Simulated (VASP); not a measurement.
# GaSbTe4 (P4/mmm) in VASP: notebook, part 2 of 2

VASP 6.6.1.

## (4) Relaxation of cell and atoms, PBE

INCAR

```
SYSTEM = GaSbTe4
PREC = Accurate ; ENCUT = 600
EDIFF = 1E-7 ; ISMEAR = 0
SIGMA = 0.1 ; LREAL = .FALSE.
LASPH = .TRUE. ; NELM = 80
ALGO = Normal ; ISIF = 3
LWAVE = .FALSE. ; LCHARG = .FALSE.
GGA = PE ; IBRION = 2
NSW = 90 ; EDIFFG = -0.04
```

KPOINTS

```
regular mesh
0
G
  4 4 2
  0 0 0
```

POSCAR

```
GaSbTe4
1.0
    4.3595146800      0.0000000000      0.0000000000
    0.0000000000      4.3595146800      0.0000000000
    0.0000000000      0.0000000000     11.3709752000
Ga Sb Te
1 1 4
Direct
    0.0000000000      0.0000000000      0.0000000000
    0.0000000000      0.0000000000      0.5000000000
    0.5000000000      0.0000000000      0.5000000000
    0.0000000000      0.5000000000      0.5000000000
    0.0000000000      0.0000000000      0.1796219100
    0.0000000000      0.0000000000      0.8203780900
```

Potentials or basis: VASP PAW PBE potentials, release 64 (Ga_d, Sb, Te).

Run with:

```
$ cat potpaw_PBE.64/Ga_d/POTCAR potpaw_PBE.64/Sb/POTCAR potpaw_PBE.64/Te/POTCAR > POTCAR
$ mpirun -np 1 vasp_std > vasp.out
```

OUTCAR:

```text
SYSTEM = GaSbTe4
   PREC = Accurate
   ENCUT = 600
   EDIFF = 1E-7
   ISMEAR = 0
   LREAL = .FALSE.
   LASPH = .TRUE.
   NELM = 80
   ISIF = 3
   GGA = PE
   IBRION = 2
   NSW = 90
   EDIFFG = -0.04

 ion  position               nearest neighbor table
   1  0.000  0.000  0.000-   5 2.04   6 2.04
   2  0.000  0.000  0.500-   3 2.18   4 2.18   4 2.18   3 2.18   5 3.64   6 3.64
   3  0.500  0.000  0.500-   2 2.18   2 2.18   4 3.08   4 3.08   4 3.08   4 3.08
   4  0.000  0.500  0.500-   2 2.18   2 2.18   3 3.08   3 3.08   3 3.08   3 3.08
   5  0.000  0.000  0.180-   1 2.04   2 3.64
   6  0.000  0.000  0.820-   1 2.04   2 3.64

  LATTYP: Found a simple tetragonal cell.
 ALAT       =     4.3595146800
 C/A-ratio  =     2.6083121711

  Lattice vectors:

 A1 = (   4.3595146800,   0.0000000000,   0.0000000000)
 A2 = (   0.0000000000,   4.3595146800,   0.0000000000)
 A3 = (   0.0000000000,   0.0000000000,  11.3709752000)

Analysis of symmetry for initial positions (statically):
=====================================================================
 Subroutine PRICEL returns:
 Original cell was already a primitive cell.

 Routine SETGRP: Setting up the symmetry group for a
 simple tetragonal supercell.

 Subroutine GETGRP returns: Found 16 space group operations
 (whereof 16 operations were pure point group operations)
 out of a pool of 16 trial point group operations.

The static configuration has the point symmetry D_4h.

Analysis of symmetry for dynamics (positions and initial velocities):
=====================================================================
 Subroutine PRICEL returns:
 Original cell was already a primitive cell.

 Routine SETGRP: Setting up the symmetry group for a
 simple tetragonal supercell.

 Subroutine GETGRP returns: Found 16 space group operations
 (whereof 16 operations were pure point group operations)
 out of a pool of 16 trial point group operations.

The dynamic configuration has the point symmetry D_4h.

 Subroutine INISYM returns: Found 16 space group operations
 (whereof 16 operations are pure point group operations),
 and found     1 'primitive' translations

----------------------------------------------------------------------------------------

                                     Primitive cell

  volume of cell :     216.1096

  direct lattice vectors                    reciprocal lattice vectors
     4.359514680  0.000000000  0.000000000     0.229383331  0.000000000  0.000000000
     0.000000000  4.359514680  0.000000000     0.000000000  0.229383331  0.000000000
     0.000000000  0.000000000 11.370975200     0.000000000  0.000000000  0.087943205

  length of vectors
     4.359514680  4.359514680 11.370975200     0.229383331  0.229383331  0.087943205

  position of ions in fractional coordinates (direct lattice)
     0.000000000  0.000000000  0.000000000
     0.000000000  0.000000000  0.500000000
     0.500000000  0.000000000  0.500000000
     0.000000000  0.500000000  0.500000000
     0.000000000  0.000000000  0.179621910
     0.000000000  0.000000000  0.820378090

[... 50 lines left out ...]
   number of dos      NEDOS =    301   number of ions     NIONS =      6
   total plane-waves  NPLWV = 124416
   dimension x,y,z NGX =    36 NGY =   36 NGZ =   96
   dimension x,y,z NGXF=    72 NGYF=   72 NGZF=  192
   ions per type =               1   1   4
   NGX,Y,Z   is equivalent  to a cutoff of  13.73, 13.73, 14.04 a.u.
   NGXF,Y,Z  is equivalent  to a cutoff of  27.46, 27.46, 28.07 a.u.
 SYSTEM =  GaSbTe4
   PREC   = accura    normal or accurate (medium, high low for compatibility)
   ISTART =      0    job   : 0-new  1-cont  2-samecut
   ICHARG =      2    charge: 1-file 2-atom 10-const
   ISPIN  =      1    spin polarized calculation?
   LNONCOLLINEAR =      F non collinear calculations
   LSORBIT =      F    spin-orbit coupling
   LASPH  =      T    aspherical Exc in radial PAW
   ENCUT  =  600.0 eV  44.10 Ry    6.64 a.u.   8.71  8.71 22.71*2*pi/ulx,y,z
   NELM   =     80;   NELMIN=  2; NELMDL= -5     # of ELM steps
   EDIFF  = 0.1E-06   stopping-criterion for ELM
   LREAL  =      F    real-space projection
   EDIFFG = -.4E-01   stopping-criterion for IOM
   NSW    =     90    number of steps for IOM
   IBRION =      2    ionic relax: 0-MD 1-quasi-New 2-CG
   NFREE  =      1    steps in history (QN), initial steepest desc. (CG)
   ISIF   =      3    stress and relaxation
   ISYM   =      2    0-nonsym 1-usesym 2-fastsym
   POTIM  = 0.5000    time-step for ionic-motion
   TEBEG  =    0.0;   TEEND  =   0.0 temperature during run
   PSTRESS=    0.0 pullay stress
   NELECT =      42.0000    total number of electrons
   NUPDOWN=      -1.0000    fix difference up-down
   EMIN   =  10.00;   EMAX   =-10.00  energy-range for DOS
   EFERMI =   0.00;   METHOD = LEGACY
   ISMEAR =     0;   SIGMA  =   0.10  broadening in eV -4-tet -1-fermi 0-gaus
   EFERMI_NEDOS =   21; number of points for ismear=-14 and -15
   IALGO  =     38    algorithm
   IMIX   =      4    mixing-type and parameters
     AMIX     =   0.40;   BMIX     =  1.00
     AMIX_MAG =   1.60;   BMIX_MAG =  1.00
  volume/ion in A,a.u.               =      36.02       243.06
  Fermi-wavevector in a.u.,A,eV,Ry     =   0.948273  1.791976 12.234647  0.899221
  Thomas-Fermi vector in A             =   2.076445
   LORBIT       =      0    0 simple, 1 ext, 2 COOP (PROOUT), +10 PAW based schemes
   GGA     = PE    functional components
   LHFCALC =     F    Hartree Fock is set to
   AEXX    =    0.0000 exact exchange contribution
   IVDW    =     0    specifies the selected vdW correction
   LEPSILON=     F    determine dielectric tensor
   LRPA    =     F    only Hartree local field effects (RPA)
 conjugate gradient relaxation of ions
 non-spin polarized calculation
 Gauss-broadening in eV      SIGMA  =   0.10
  energy-cutoff  :      600.00
  volume of cell :      216.11
 maximum number of plane-waves:      7269
 NGX is ok and might be reduce to    36
   NGX = 17   NGY = 17   NGZ = 45

--------------------------------------- Ionic step        1  -------------------------------------------

 number of electron      42.0000009 magnetization

 Free energy of the ion-electron system (eV)
  ---------------------------------------------------
  ext. energy  EPLUGINS =         0.00000000
  ---------------------------------------------------
  free energy    TOTEN  =         1.26109010 eV

  energy without entropy =        1.29019106  energy(sigma->0) =        1.27564058

------------------------ aborting loop because EDIFF is reached ----------------------------------------

  FORCE on cell =-STRESS in cart. coord.  units (eV):
  Direction    XX          YY          ZZ          XY          YZ          ZX
  --------------------------------------------------------------------------------------
  -------------------------------------------------------------------------------------
  Total       75.4190624     75.4190624     40.6832376      0.0000000      0.0000000      0.0000000
  in kB      559.1363282    559.1363282    301.6144108      0.0000000      0.0000000      0.0000000
  external PRESSURE =     473.2956890 kB  Pullay stress =       0.0000000 kB
[... 101 lines left out ...]
  FREE ENERGIE OF THE ION-ELECTRON SYSTEM (eV)
  ---------------------------------------------------
  free  energy   TOTEN  =       -15.6790193549 eV

  energy  without entropy=      -15.6259240317  energy(sigma->0) =      -15.65247169

 E-fermi :   0.1006     XC(G=0):  -6.1118

 val. band max:        0.0995992294   @ k =   0.5000   0.0000   0.0000
 cond. band min:       0.1040524649   @ k =   0.2500   0.0000   0.0000
 fundamental gap:      0.0044532355
 Fermi energy:         0.1005952683

 k-point     1 :       0.0000    0.0000    0.0000
  band No.  band energies     occupation
      1     -14.8532      2.00000
      2     -14.7510      2.00000
      3     -14.7507      2.00000
      4     -14.7104      2.00000
      5     -14.7104      2.00000
      6     -12.2632      2.00000
[... 325 lines left out ...]
     24       0.8815      0.00000
     25       1.2811      0.00000

[... ionic steps 4 to 26 ...]

--------------------------------------- Ionic step       27  -------------------------------------------

 number of electron      41.9999974 magnetization

------------------------ aborting loop because EDIFF is reached ----------------------------------------
[... 75 lines left out ...]
--------------------------------------- Ionic step       29  -------------------------------------------

 number of electron      41.9999975 magnetization

 Free energy of the ion-electron system (eV)
  ---------------------------------------------------
  ext. energy  EPLUGINS =         0.00000000
  ---------------------------------------------------
  free energy    TOTEN  =       -16.39510068 eV

  energy without entropy =      -16.34093956  energy(sigma->0) =      -16.36802012

 E-fermi :  -0.1592     XC(G=0):  -5.9744

 val. band max:       -0.1643033040   @ k =   0.5000   0.2500   0.0000
 cond. band min:      -0.1480029521   @ k =   0.2500   0.0000   0.0000
 fundamental gap:      0.0163003519
 Fermi energy:        -0.1592483593

 k-point     1 :       0.0000    0.0000    0.0000
  band No.  band energies     occupation
      1     -15.1237      2.00000
      2     -14.9818      2.00000
      3     -14.9816      2.00000
      4     -14.9537      2.00000
      5     -14.9537      2.00000
      6     -12.1589      2.00000
[... 358 lines left out ...]
  FREE ENERGIE OF THE ION-ELECTRON SYSTEM (eV)
  ---------------------------------------------------
  free  energy   TOTEN  =       -16.3951006793 eV

  energy  without entropy=      -16.3409395594  energy(sigma->0) =      -16.36802012

 reached required accuracy - stopping structural energy minimisation
```

It took 35 min on 1 thread of Intel Xeon Platinum 8259CL at 2.50GHz (Skylake/Cascade Lake), shared host; peak memory 0.42 GiB.

What came out:

* Free energy: -16.3951 eV
* Relaxed volume: 62.21 Å³/atom
* Relaxed cell: a = 5.799 Å, b = 5.799 Å, c = 11.101 Å, α = 90.00°, β = 90.00°, γ = 90.00°
* Space group after relaxing (to 0.1 Å): P4/mmm (No. 123)
* Energy gained by relaxing: 2942.7 meV/atom
* Ionic steps: 29
* Pressure after relaxing: 0.0 GPa
* Largest force after relaxing: 0.022 eV/Å
* Band gap on the k mesh: zero (bands 21 and 22 overlap by 0.66 eV)

Forces on the atoms (eV/Å):
```
Ga   0.000  0.000  0.000
Sb   0.000  0.000  0.000
Te   0.000  0.000  0.000
Te   0.000  0.000  0.000
Te   0.000  0.000 -0.022
Te   0.000  0.000  0.022
```

The path:
```
step  energy change (eV)  largest force (eV/Å)  pressure (GPa)  volume (Å³)
   1              0.0000                9.6187           47.33       216.11
   2            -12.2141                0.6786           -2.15       740.10
   3            -16.9401                1.5309           -0.80       404.06
   4            -16.9599                1.5027           -0.63       399.44
   5            -16.9812                1.4366           -0.24       390.29
   6            -17.4866                0.1400            0.04       388.77
   7            -17.4866                0.1519            0.04       388.76
   8            -17.4889                0.1233           -0.02       389.61
   9            -17.4936                0.0496           -0.21       392.16
  10            -17.4953                0.0737           -0.53       397.24
  11            -17.4958                0.0322           -0.42       395.49
  12            -17.4962                0.0309           -0.43       395.52
  13            -17.4975                0.0267           -0.44       395.63
  14            -17.5002                0.0207           -0.46       395.84
  15            -17.5057                0.0069           -0.51       396.24
  16            -17.5175                0.0234           -0.58       397.03
  17            -17.5433                0.0911           -0.70       398.45
  18            -17.5791                0.1890           -0.71       400.71
  19            -17.5955                0.1867           -0.52       396.41
  20            -17.5961                0.1791           -0.46       395.40
  21            -17.6150                0.1275           -0.41       391.67
  22            -17.6500                0.0279           -0.21       380.58
  23            -17.6047                0.3548            0.40       358.82
  24            -17.6542                0.0940           -0.10       375.94
  25            -17.6543                0.1015           -0.09       375.42
  26            -17.6553                0.0630           -0.01       373.96
  27            -17.6554                0.0502            0.02       373.49
  28            -17.6557                0.0429            0.02       373.44
  29            -17.6562                0.0224            0.02       373.27
```

Final structure:
```
Ga Sb Te
1.0
     5.79877    0.00000    0.00000
     0.00000    5.79877    0.00000
     0.00000    0.00000   11.10076
Ga Sb Te
1 1 4
Direct
  0.00000 0.00000 0.00000
  0.00000 0.00000 0.50000
  0.50000 0.00000 0.50000
  0.00000 0.50000 0.50000
  0.00000 0.00000 0.22284
  0.00000 0.00000 0.77716
```

Caveat: the k points lie up to 0.28 Å⁻¹ apart in the final cell, too coarse for converged energies and pressures of a metal; the volume moved by over 15 % at a fixed basis, so the end points are rough; spin-orbit coupling is left out, which moves the levels of the heavy elements.

## (5) Single point, PBE

This run uses another cell than the first one, of 62.51 Å³/atom.

INCAR

```
SYSTEM = GaSbTe4
PREC     = Accurate       ! precision mode
ENCUT    = 520            ! plane-wave cutoff, eV
EDIFF    = 1E-6           ! SCF threshold, eV
ISMEAR   = 0              ! smearing method
SIGMA    = 0.1            ! smearing width, eV
LREAL    = .FALSE.        ! projectors in reciprocal space
LASPH    = .TRUE.         ! aspherical terms in the spheres
NELM     = 100            ! most SCF steps
ALGO     = Normal         ! electronic algorithm
ISIF     = 2              ! what is computed and relaxed
LWAVE    = .FALSE.        ! write WAVECAR
LCHARG   = .FALSE.        ! write CHGCAR
GGA      = PE             ! functional
NBANDS   = 30             ! bands
```

KPOINTS

```
Automatic mesh
0
G
  8 8 4
  0 0 0
```

POSCAR

```
GaSbTe4
1.0
    5.7784994910      0.0000000000      0.0000000000
    0.0000000000      5.7784994910      0.0000000000
    0.0000000000      0.0000000000     11.2325517950
Ga Sb Te
1 1 4
Direct
    0.0000000000      0.0000000000      0.0000000000
    0.0000000000      0.0000000000      0.5000000000
    0.5000000000      0.0000000000      0.5000000000
    0.0000000000      0.5000000000      0.5000000000
    0.0000000000      0.0000000000      0.2181110631
    0.0000000000      0.0000000000      0.7818889369
```

Run with:

```
$ cat potpaw_PBE.64/Ga_d/POTCAR potpaw_PBE.64/Sb/POTCAR potpaw_PBE.64/Te/POTCAR > POTCAR
$ mpirun -np 1 vasp_std > vasp.out
```

Run time: 7.5 min. Hardware: 1 thread of Intel Xeon Platinum 8259CL at 2.50GHz (Skylake/Cascade Lake), shared host; peak memory 0.78 GiB.

Results (log left out):

```yaml
Free_energy: -16.4764 eV
Pressure: 0.0 GPa
Largest_force: 0.028 eV/Å
Band_gap_on_the_k_mesh: zero (bands 21 and 22 overlap by 0.69 eV)
```

Forces on the atoms (eV/Å):
```
Ga   0.000  0.000  0.000
Sb   0.000  0.000  0.000
Te   0.000  0.000  0.000
Te   0.000  0.000  0.000
Te   0.000  0.000  0.028
Te   0.000  0.000 -0.028
```

Levels at points of the mesh, in eV from the Fermi level:
| k point | band 19 | band 20 | band 21 | band 22 | band 23 | band 24 |
| --- | --- | --- | --- | --- | --- | --- |
| (0.00, 0.00, 0.00) | -0.36 | -0.36 | -0.23 | -0.23 | 1.88 | 2.28 |
| (0.50, 0.00, 0.00) | -0.62 | -0.33 | 0.06 | 0.16 | 1.02 | 1.59 |
| (0.50, 0.50, 0.00) | 0.18 | 0.18 | 0.46 | 0.46 | 0.80 | 0.84 |
| (0.00, 0.00, 0.50) | -0.23 | -0.23 | -0.19 | -0.19 | 0.62 | 3.09 |
| (0.50, 0.00, 0.50) | -0.46 | -0.33 | -0.16 | 0.17 | 0.30 | 1.08 |
| (0.50, 0.50, 0.50) | -0.63 | -0.30 | -0.30 | 0.58 | 0.58 | 0.80 |

Caveat: spin-orbit coupling is left out, which moves the levels of the heavy elements.

## (6) Relaxation of cell and atoms, PBE

This run uses another cell than the first one, of 62.43 Å³/atom.

INCAR

```
PREC = Accurate
ENCUT = 600
EDIFF = 1E-7
ISMEAR = 0
SIGMA = 0.1
LREAL = False
LASPH = True
NELM = 100
ALGO = Fast
ISIF = 3
LWAVE = False
LCHARG = False
GGA = PE
IBRION = 2
NSW = 100
EDIFFG = -0.01
```

KPOINTS

```
regular mesh
0
Gamma
  8 8 4
```

POSCAR

```
GaSbTe4
1.0
    5.8016982660      0.0000000000      0.0000000000
    0.0000000000      5.8016982660      0.0000000000
    0.0000000000      0.0000000000     11.1283312283
Ga Sb Te
1 1 4
Direct
    0.0000000000      0.0000000000      0.0000000000
    0.0000000000      0.0000000000      0.5000000000
    0.5000000000      0.0000000000      0.5000000000
    0.0000000000      0.5000000000      0.5000000000
    0.0000000000      0.0000000000      0.2219740490
    0.0000000000      0.0000000000      0.7780259510
```

Potentials or basis: VASP PAW PBE potentials, release 64 (Ga_d, Sb, Te).

Run with:

```
$ cat potpaw_PBE.64/Ga_d/POTCAR potpaw_PBE.64/Sb/POTCAR potpaw_PBE.64/Te/POTCAR > POTCAR
$ mpirun -np 1 vasp_std > vasp.out
```

It took 2.2 h on 1 thread of Oxide Virtual Turin-like, shared host; peak memory 0.88 GiB.

Results (log left out):

| Property | Result |
| --- | --- |
| Free energy | -16.4764 eV |
| Relaxed volume | 62.39 Å³/atom |
| Relaxed cell | a = 5.774 Å, b = 5.774 Å, c = 11.230 Å, α = 90.00°, β = 90.00°, γ = 90.00° |
| Space group after relaxing (to 0.1 Å) | P4/mmm (No. 123) |
| Energy gained by relaxing | 1.2 meV/atom |
| Ionic steps | 8 |
| Pressure after relaxing | 0.0 GPa |
| Band gap on the k mesh | zero (bands 21 and 22 overlap by 0.70 eV) |

The path:
| step | energy change (eV) | largest force (eV/Å) | pressure (GPa) | volume (Å³) |
| --- | --- | --- | --- | --- |
| 1 | 0.0000 | 0.1422 | -0.03 | 374.58 |
| 2 | -0.0025 | 0.1164 | -0.01 | 373.92 |
| 3 | -0.0059 | 0.0491 | 0.07 | 372.27 |
| 4 | -0.0062 | 0.0239 | 0.10 | 371.66 |
| 5 | -0.0071 | 0.0311 | -0.03 | 374.59 |
| 6 | -0.0071 | 0.0301 | -0.01 | 374.08 |
| 7 | -0.0072 | 0.0181 | 0.00 | 374.55 |
| 8 | -0.0072 | 0.0019 | 0.00 | 374.36 |

Final structure:
```yaml
crystal:
  lattice:
    - [5.77380, 0.00000, 0.00000]
    - [0.00000, 5.77380, 0.00000]
    - [0.00000, 0.00000, 11.22959]
  atoms:
    - { symbol: Ga, position: [0.00000, 0.00000, 0.00000] }
    - { symbol: Sb, position: [0.00000, 0.00000, 0.50000] }
    - { symbol: Te, position: [0.50000, 0.00000, 0.50000] }
    - { symbol: Te, position: [0.00000, 0.50000, 0.50000] }
    - { symbol: Te, position: [0.00000, 0.00000, 0.21847] }
    - { symbol: Te, position: [0.00000, 0.00000, 0.78153] }
```

Levels at points of the mesh, in eV from the Fermi level:
| k point | band 17 | band 18 | band 19 | band 20 | band 21 | band 22 | band 23 | band 24 | band 25 |
| --- | --- | --- | --- | --- | --- | --- | --- | --- | --- |
| (0.00, 0.00, 0.00) | -0.70 | -0.40 | -0.36 | -0.36 | -0.23 | -0.23 | 1.89 | 2.26 | 3.35 |
| (0.50, 0.00, 0.00) | -0.89 | -0.66 | -0.62 | -0.33 | 0.06 | 0.16 | 1.03 | 1.60 | 2.42 |
| (0.50, 0.50, 0.00) | -1.08 | -0.80 | 0.18 | 0.18 | 0.46 | 0.46 | 0.80 | 0.85 | 1.16 |
| (0.00, 0.00, 0.50) | -0.82 | -0.40 | -0.23 | -0.23 | -0.19 | -0.19 | 0.61 | 3.08 | 3.08 |
| (0.50, 0.00, 0.50) | -0.89 | -0.78 | -0.47 | -0.33 | -0.16 | 0.17 | 0.30 | 1.08 | 2.99 |
| (0.50, 0.50, 0.50) | -0.80 | -0.64 | -0.64 | -0.29 | -0.29 | 0.59 | 0.59 | 0.80 | 1.08 |

Caveat: spin-orbit coupling is left out, which moves the levels of the heavy elements.

## (7) Overview

```tsv
task	cell	k mesh	cutoff (eV)	gap on the mesh (eV)	pressure (GPa)	relaxed volume (Å³/atom)	largest force (eV/Å)
single point	a = 4.360, b = 4.360, c = 11.371 Å, 6 atoms, atomic positions A	4 × 4 × 2	520	none	47.3	-	9.62
single point	a = 5.802, b = 5.802, c = 11.128 Å, 6 atoms, atomic positions B	4 × 4 × 2	520	none	0.0	-	0.01
relaxation of cell and atoms	relaxed from a = 4.360, b = 4.360, c = 11.371 Å, 6 atoms, atomic positions A	4 × 4 × 2	600	none	0.0	62.21	0.02
single point	a = 5.778, b = 5.778, c = 11.233 Å, 6 atoms, atomic positions C	8 × 8 × 4	520	none	0.0	-	0.03
relaxation of cell and atoms	relaxed from a = 5.802, b = 5.802, c = 11.128 Å, 6 atoms, atomic positions B	8 × 8 × 4	600	none	0.0	62.39	-
```

Alike in all rows: level PBE; potentials or basis VASP PAW PBE potentials, release 64 (Ga_d, Sb, Te); no spin polarisation; smearing gaussian 0.1 eV.

Caveats: some runs use coarse meshes; spin-orbit coupling is left out, which moves the levels of the heavy elements; this functional lacks dispersion, which binds layers or chains, so the pressure and a relaxed spacing across them are unreliable (at least some runs); forces of over 1 eV/Å act on the atoms, so gaps and moduli don't describe the material at rest (at least some runs); the volume moved by over 15 % at a fixed basis, so the end points are rough (at least some runs).

Total energies depend on the potentials used, so only differences within one code and one set of settings carry meaning.
